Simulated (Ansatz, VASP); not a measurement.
Pd in VASP and in Ansatz

```
Pd
1.0
     0.00000    1.94650    1.94650
     1.94650    0.00000    1.94650
     1.94650    1.94650    0.00000
Pd
1
Direct
  0.00000 0.00000 0.00000
```

Alike in both runs: task single point; functional PBE; k mesh 12 × 12 × 12; occupations gaussian, width 0.023 eV; no spin polarisation.

|  | VASP | Ansatz |
| --- | --- | --- |
| version | VASP 6.6.1 | Ansatz 0.2.0 |
| potentials or method | VASP PAW PBE potentials, release 64 (Pd) | Ansatz PAW |
| plane-wave cutoff (eV) | 520 | 420 |
| valence electrons in the cell | 10 | 18 |

|  | VASP | Ansatz | Ansatz less VASP |
| --- | --- | --- | --- |
| gap on the k mesh at the Fermi level (eV) | none | none | - |
| pressure (GPa) | 6.6 | 6.9 | +0.31 |

A gap of «none» marks a metal or a gap that the smearing closes. VASP's potentials hold 10 valence electrons a cell and Ansatz's 18, so a difference there can come from the potentials and not from the codes.
